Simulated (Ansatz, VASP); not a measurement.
**Two plane-wave programs on LiNbO3**

```xyz
10
Lattice="2.6347 1.5212 4.6344 -2.6347 1.5212 4.6344 0.0000 -3.0423 4.6344" Properties=species:S:1:pos:R:3 pbc="T T T"
Li    0.0000    0.0000    3.4758
Li    0.0000    0.0000   10.4273
Nb    0.0000    0.0000    6.9515
Nb    0.0000    0.0000    0.0000
O    -0.6343   -1.5212    5.7930
O    -1.0002    1.3099    5.7930
O     0.6343    1.5212    8.1101
O    -1.6345   -0.2113    8.1101
O     1.0002   -1.3099    8.1101
O     1.6345    0.2113    5.7930
```

Alike in both runs: task relaxation of cell and atoms; functional PBE; k mesh 6 × 6 × 6; occupations gaussian, width 0.1 eV; no spin polarisation.

```csv
,VASP,Ansatz
version,VASP 6.6.1,Ansatz 0.2.0
potentials or method,"VASP PAW PBE potentials, release 64 (Li_sv, Nb_sv, O), cutoff 600 eV","scalar-relativistic, plane waves, PAW"
valence electrons in the cell,68,68
```

```csv
,VASP,Ansatz,Ansatz less VASP
"gap on the k mesh at the Fermi level, each at its own relaxed structure (eV)",2.50,2.50,0.000
relaxed volume (Å³/atom),10.84,10.89,+0.048
relaxed length of the cell vector where the two differ most in proportion (Å),5.494,5.502,+0.0082
```

Noted on VASP's run: the cutoff is under 1.25 times that of the potentials, so the pressure is a little rough.
